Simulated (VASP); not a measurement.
# Tl (Pm-3n) in VASP: a series of runs

The runs below take Tl through single point, relaxation of cell and atoms, with RPBE.

Everything below comes from runs of VASP 6.6.1. Logs are shortened: lines on timing, memory, paths and dates and some standing lists are left out, and cuts for length are marked.

**1. The cell of the first run**

Symmetry: Pm-3n, No. 223, cubic system. Conventional cell: a = 6.481 Å, b = 6.481 Å, c = 6.481 Å, α = 90.00°, β = 90.00°, γ = 90.00°. Tl (site symmetry m-3) has 12 Tl at 3.62 Å within 4.8 Å. Within 4.3 Å of Tl (site symmetry -4m2) lie 14 Tl at 3.24 to 3.97 Å.

**2. Single point, RPBE**

File INCAR:

```
SYSTEM = Tl
PREC = Accurate
ENCUT = 520
EDIFF = 1E-6
ISMEAR = -1
SIGMA = 0.1
LREAL = .FALSE.
LASPH = .TRUE.
NELM = 60
ALGO = Normal
ISIF = 2
LWAVE = .FALSE.
LCHARG = .FALSE.
GGA = RP
NBANDS = 62
```

File KPOINTS:

```
Automatic mesh
0
G
  4 4 4
  0 0 0
```

File POSCAR:

```
Tl
1.0
    6.4814331447      0.0000000000      0.0000000000
    0.0000000000      6.4814331447      0.0000000000
    0.0000000000      0.0000000000      6.4814331447
Tl
8
Direct
    1.0000000000      0.0000000000      0.0000000000
    0.5000000000      0.5000000000      0.5000000000
    0.2500000000      1.0000000000      0.5000000000
    0.7500000000      1.0000000000      0.5000000000
    0.5000000000      0.2500000000      0.0000000000
    0.5000000000      0.7500000000      1.0000000000
    0.0000000000      0.5000000000      0.2500000000
    0.0000000000      0.5000000000      0.7500000000
```

Potentials or basis: VASP PAW PBE potentials, release 64 (Tl_d).

Launch:

```console
$ cat potpaw_PBE.64/Tl_d/POTCAR > POTCAR
$ mpirun -np 1 vasp_std > vasp.out
```

OUTCAR:

```text
SYSTEM = Tl
   PREC = Accurate
   ENCUT = 520
   EDIFF = 1E-6
   ISMEAR = -1
   LREAL = .FALSE.
   LASPH = .TRUE.
   NELM = 60
   ISIF = 2
   GGA = RP

 ion  position               nearest neighbor table
   1  0.000  0.000  0.000-   3 3.62   4 3.62   5 3.62   6 3.62   7 3.62   8 3.62   3 3.62   4 3.62
                             7 3.62   8 3.62   5 3.62   6 3.62
   2  0.500  0.500  0.500-   3 3.62   4 3.62   5 3.62   6 3.62   7 3.62   8 3.62   5 3.62   6 3.62
                             3 3.62   4 3.62   7 3.62   8 3.62
   3  0.250  0.000  0.500-   4 3.24   4 3.24   1 3.62   1 3.62   2 3.62   2 3.62   8 3.97   7 3.97
                             8 3.97   7 3.97   6 3.97   5 3.97   5 3.97   6 3.97
   4  0.750  0.000  0.500-   3 3.24   3 3.24   1 3.62   1 3.62   2 3.62   2 3.62   8 3.97   7 3.97
                             8 3.97   7 3.97   6 3.97   5 3.97   5 3.97   6 3.97
   5  0.500  0.250  0.000-   6 3.24   6 3.24   1 3.62   2 3.62   2 3.62   1 3.62   8 3.97   7 3.97
                             7 3.97   8 3.97   3 3.97   4 3.97   3 3.97   4 3.97
   6  0.500  0.750  0.000-   5 3.24   5 3.24   1 3.62   2 3.62   2 3.62   1 3.62   8 3.97   7 3.97
                             7 3.97   8 3.97   3 3.97   4 3.97   3 3.97   4 3.97
   7  0.000  0.500  0.250-   8 3.24   8 3.24   1 3.62   2 3.62   1 3.62   2 3.62   3 3.97   4 3.97
                             5 3.97   3 3.97   4 3.97   6 3.97   5 3.97   6 3.97
   8  0.000  0.500  0.750-   7 3.24   7 3.24   1 3.62   2 3.62   1 3.62   2 3.62   3 3.97   4 3.97
                             5 3.97   3 3.97   4 3.97   6 3.97   5 3.97   6 3.97

  LATTYP: Found a simple cubic cell.
 ALAT       =     6.4814331447

  Lattice vectors:

 A1 = (   6.4814331447,   0.0000000000,   0.0000000000)
 A2 = (   0.0000000000,   6.4814331447,   0.0000000000)
 A3 = (   0.0000000000,   0.0000000000,   6.4814331447)

Analysis of symmetry for initial positions (statically):
=====================================================================
 Subroutine PRICEL returns:
 Original cell was already a primitive cell.

 Routine SETGRP: Setting up the symmetry group for a
 simple cubic supercell.

 Subroutine GETGRP returns: Found 48 space group operations
 (whereof 24 operations were pure point group operations)
 out of a pool of 48 trial point group operations.

The static configuration has the point symmetry T_h .
 The point group associated with its full space group is O_h .

Analysis of symmetry for dynamics (positions and initial velocities):
=====================================================================
 Subroutine PRICEL returns:
 Original cell was already a primitive cell.

 Routine SETGRP: Setting up the symmetry group for a
 simple cubic supercell.

 Subroutine GETGRP returns: Found 48 space group operations
 (whereof 24 operations were pure point group operations)
 out of a pool of 48 trial point group operations.

The dynamic configuration has the point symmetry T_h .
 The point group associated with its full space group is O_h .

 Subroutine INISYM returns: Found 48 space group operations
 (whereof 24 operations are pure point group operations),
 and found     1 'primitive' translations

----------------------------------------------------------------------------------------

                                     Primitive cell

  volume of cell :     272.2784

  direct lattice vectors                    reciprocal lattice vectors
     6.481433145  0.000000000  0.000000000     0.154286865  0.000000000  0.000000000
     0.000000000  6.481433145  0.000000000     0.000000000  0.154286865  0.000000000
     0.000000000  0.000000000  6.481433145     0.000000000  0.000000000  0.154286865

  length of vectors
     6.481433145  6.481433145  6.481433145     0.154286865  0.154286865  0.154286865

  position of ions in fractional coordinates (direct lattice)
     0.000000000  0.000000000  0.000000000
     0.500000000  0.500000000  0.500000000
     0.250000000  0.000000000  0.500000000
     0.750000000  0.000000000  0.500000000
     0.500000000  0.250000000  0.000000000
     0.500000000  0.750000000  0.000000000
     0.000000000  0.500000000  0.250000000
     0.000000000  0.500000000  0.750000000

  ion indices of the primitive-cell ions
   primitive index   ion index
                 1           1
                 2           2
                 3           3
                 4           4
                 5           5
                 6           6
                 7           7
                 8           8

----------------------------------------------------------------------------------------

 KPOINTS: Automatic mesh

Automatic generation of k-mesh.
 Grid dimensions read from file:
 generate k-points for:    4    4    4

 Generating k-lattice:

  Cartesian coordinates                     Fractional coordinates (reciprocal lattice)
     0.038571716  0.000000000  0.000000000     0.250000000  0.000000000  0.000000000
     0.000000000  0.038571716  0.000000000     0.000000000  0.250000000  0.000000000
     0.000000000  0.000000000  0.038571716     0.000000000  0.000000000  0.250000000

  Length of vectors
     0.038571716  0.038571716  0.038571716

  Shift w.r.t. Gamma in fractional coordinates (k-lattice)
     0.000000000  0.000000000  0.000000000

 Subroutine IBZKPT returns following result:
 ===========================================

 Found     10 irreducible k-points:

 Following reciprocal coordinates:
            Coordinates               Weight
  0.000000  0.000000  0.000000      1.000000
  0.250000  0.000000  0.000000      6.000000
  0.500000  0.000000  0.000000      3.000000
  0.250000  0.250000  0.000000     12.000000
  0.500000  0.250000  0.000000     12.000000
  0.500000  0.500000  0.000000      3.000000
  0.250000  0.250000  0.250000      8.000000
  0.500000  0.250000  0.250000     12.000000
  0.500000  0.500000  0.250000      6.000000
  0.500000  0.500000  0.500000      1.000000
   k-points           NKPTS =     10   k-points in BZ     NKDIM =     10   number of bands    NBANDS=     62
   number of dos      NEDOS =    301   number of ions     NIONS =      8
   total plane-waves  NPLWV = 110592
   dimension x,y,z NGX =    48 NGY =   48 NGZ =   48
   dimension x,y,z NGXF=    96 NGYF=   96 NGZF=   96
   ions per type =               8
   NGX,Y,Z   is equivalent  to a cutoff of  12.31, 12.31, 12.31 a.u.
   NGXF,Y,Z  is equivalent  to a cutoff of  24.62, 24.62, 24.62 a.u.
 SYSTEM =  Tl
   PREC   = accura    normal or accurate (medium, high low for compatibility)
   ISTART =      0    job   : 0-new  1-cont  2-samecut
   ICHARG =      2    charge: 1-file 2-atom 10-const
   ISPIN  =      1    spin polarized calculation?
   LNONCOLLINEAR =      F non collinear calculations
   LSORBIT =      F    spin-orbit coupling
   LASPH  =      T    aspherical Exc in radial PAW
   ENCUT  =  520.0 eV  38.22 Ry    6.18 a.u.  12.05 12.05 12.05*2*pi/ulx,y,z
   NELM   =     60;   NELMIN=  2; NELMDL= -5     # of ELM steps
   EDIFF  = 0.1E-05   stopping-criterion for ELM
   LREAL  =      F    real-space projection
   EDIFFG = 0.1E-04   stopping-criterion for IOM
   NSW    =      0    number of steps for IOM
   IBRION =     -1    ionic relax: 0-MD 1-quasi-New 2-CG
   NFREE  =      0    steps in history (QN), initial steepest desc. (CG)
   ISIF   =      2    stress and relaxation
   ISYM   =      2    0-nonsym 1-usesym 2-fastsym
   POTIM  = 0.5000    time-step for ionic-motion
   TEBEG  =    0.0;   TEEND  =   0.0 temperature during run
   PSTRESS=    0.0 pullay stress
   NELECT =     104.0000    total number of electrons
   NUPDOWN=      -1.0000    fix difference up-down
   EMIN   =  10.00;   EMAX   =-10.00  energy-range for DOS
   EFERMI =   0.00;   METHOD = LEGACY
   ISMEAR =    -1;   SIGMA  =   0.10  broadening in eV -4-tet -1-fermi 0-gaus
   EFERMI_NEDOS =   21; number of points for ismear=-14 and -15
   IALGO  =     38    algorithm
   IMIX   =      4    mixing-type and parameters
     AMIX     =   0.40;   BMIX     =  1.00
     AMIX_MAG =   1.60;   BMIX_MAG =  1.00
  volume/ion in A,a.u.               =      34.03       229.68
  Fermi-wavevector in a.u.,A,eV,Ry     =   1.187813  2.244642 19.196470  1.410901
  Thomas-Fermi vector in A             =   2.323957
   LORBIT       =      0    0 simple, 1 ext, 2 COOP (PROOUT), +10 PAW based schemes
   GGA     = RP    functional components
   LHFCALC =     F    Hartree Fock is set to
   AEXX    =    0.0000 exact exchange contribution
   IVDW    =     0    specifies the selected vdW correction
   LEPSILON=     F    determine dielectric tensor
   LRPA    =     F    only Hartree local field effects (RPA)
 non-spin polarized calculation
  energy-cutoff  :      520.00
  volume of cell :      272.28
 maximum number of plane-waves:      7400
   NGX = 25   NGY = 25   NGZ = 25

 number of electron     104.0000019 magnetization

 Free energy of the ion-electron system (eV)
  ---------------------------------------------------
  ext. energy  EPLUGINS =         0.00000000
  ---------------------------------------------------
  free energy    TOTEN  =       -14.72370127 eV

  energy without entropy =      -14.60274898  energy(sigma->0) =      -14.66322513

 E-fermi :   5.0826     XC(G=0):  -9.2018

 val. band max:        5.0068342749   @ k =   0.5000   0.2500   0.0000
 cond. band min:       5.0880101356   @ k =   0.5000   0.5000   0.2500
 fundamental gap:      0.0811758607
 Fermi energy:         5.0825900447

 k-point     1 :       0.0000    0.0000    0.0000
  band No.  band energies     occupation
      1      -6.7834      2.00000
      2      -6.7834      2.00000
      3      -6.7778      2.00000
      4      -6.5685      2.00000
      5      -6.5685      2.00000
      6      -6.5685      2.00000
[... 54 lines left out ...]
     61       9.2093      0.00000
     62       9.2093      0.00000

 k-point     2 :       0.2500    0.0000    0.0000
  band No.  band energies     occupation
      1      -6.7804      2.00000
      2      -6.7771      2.00000
      3      -6.6721      2.00000
      4      -6.6044      2.00000
      5      -6.5468      2.00000
      6      -6.5468      2.00000
[... 519 lines left out ...]
      6      -6.5103      2.00000
[... 54 lines left out ...]
     61       8.8188      0.00000
     62       8.8188      0.00000

------------------------ aborting loop because EDIFF is reached ----------------------------------------

  FORCE on cell =-STRESS in cart. coord.  units (eV):
  Direction    XX          YY          ZZ          XY          YZ          ZX
  --------------------------------------------------------------------------------------
  -------------------------------------------------------------------------------------
  Total       -0.1371722     -0.1371722     -0.1371722      0.0000000     -0.0000000     -0.0000000
  in kB       -0.8071674     -0.8071674     -0.8071674      0.0000000     -0.0000000     -0.0000000
  external PRESSURE =      -0.8071674 kB  Pullay stress =       0.0000000 kB

 VOLUME and BASIS-vectors are now :
 -----------------------------------------------------------------------------
  energy-cutoff  :      520.00
  volume of cell :      272.28
      direct lattice vectors                 reciprocal lattice vectors
     6.481433145  0.000000000  0.000000000     0.154286865  0.000000000  0.000000000
     0.000000000  6.481433145  0.000000000     0.000000000  0.154286865  0.000000000
     0.000000000  0.000000000  6.481433145     0.000000000  0.000000000  0.154286865

 POSITION                                       TOTAL-FORCE (eV/Angst)
 -----------------------------------------------------------------------------------
      0.00000      0.00000      0.00000         0.000000      0.000000     -0.000000
      3.24072      3.24072      3.24072         0.000000      0.000000     -0.000000
      1.62036      0.00000      3.24072        -0.000000     -0.000000      0.000000
      4.86107      0.00000      3.24072         0.000000      0.000000     -0.000000
      3.24072      1.62036      0.00000        -0.000000     -0.000000      0.000000
      3.24072      4.86107      0.00000         0.000000      0.000000      0.000000
      0.00000      3.24072      1.62036        -0.000000     -0.000000     -0.000000
      0.00000      3.24072      4.86107         0.000000      0.000000      0.000000
 -----------------------------------------------------------------------------------
    total drift:                                0.000000     -0.000000      0.000000

  FREE ENERGIE OF THE ION-ELECTRON SYSTEM (eV)
  ---------------------------------------------------
  free  energy   TOTEN  =       -14.7237012740 eV

  energy  without entropy=      -14.6027489814  energy(sigma->0) =      -14.66322513
```

Run time: 3.2 min. Hardware: 1 thread of Oxide Virtual Turin-like, shared host; peak memory 0.33 GiB.

Results:

- Free energy: -14.7237 eV
- Pressure: -0.1 GPa
- Band gap on the k mesh: zero (band 52 reaches 6.43 eV, above the bottom of band 53 at 4.37 eV)

Levels at points of the mesh, in eV from the Fermi level:
```tsv
k point	band 49	band 50	band 51	band 52	band 53	band 54	band 55	band 56
(0.00, 0.00, 0.00)	-1.13	-1.13	-1.13	-0.72	-0.72	0.68	0.68	0.68
(0.50, 0.00, 0.00)	-1.77	-1.77	-0.58	-0.58	0.16	0.16	1.39	1.39
(0.50, 0.50, 0.00)	-1.69	-0.96	-0.96	-0.27	1.09	1.46	1.79	1.79
(0.50, 0.50, 0.50)	1.35	1.35	1.35	1.35	1.35	1.35	1.66	1.66
```

Caveat: the PAW data sets were made with another functional, which shifts forces and pressure a little; spin-orbit coupling is left out, which moves the levels of the heavy elements.

(Part 1 of 2 ends here.)
